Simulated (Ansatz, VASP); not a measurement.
## Bi2Se5 in VASP and in Ansatz

```
Bi Se
1.0
     4.08973    0.00000    0.00000
    -2.04487    3.54181    0.00000
     0.00000    0.00000   15.96745
Bi Se
2 5
Direct
  0.66667 0.33333 0.87521
  0.33333 0.66667 0.12479
  0.33333 0.66667 0.77390
  0.00000 0.00000 0.43147
  0.00000 0.00000 0.56853
  0.66667 0.33333 0.22610
  0.00000 0.00000 0.00000
```

Alike in both runs: functional PBE; k mesh 12 × 12 × 2; occupations gaussian, width 0.1 eV; no spin polarisation.

Ansatz relaxed the structure, and its values are those at the end. VASP's run is a single point on that final structure, the one shown.

```csv
,VASP,Ansatz
version,VASP 6.6.1,Ansatz 0.2.0
potentials or method,"VASP PAW PBE potentials, release 64 (Bi_d, Se), cutoff 520 eV","scalar-relativistic, plane waves, PAW"
valence electrons in the cell,60,110
```

```tsv
	VASP	Ansatz	Ansatz less VASP
gap on the k mesh at the Fermi level (eV)	none	none	-
pressure (GPa)	0.0	0.0	-0.04
rms of the force components (eV/Å)	0.018	0.000	-0.0178
```

A gap of «none» marks a metal or a gap that the smearing closes. VASP's potentials hold 60 valence electrons a cell and Ansatz's 110, so a difference there can come from the potentials and not from the codes.

Spin-orbit coupling is off throughout.
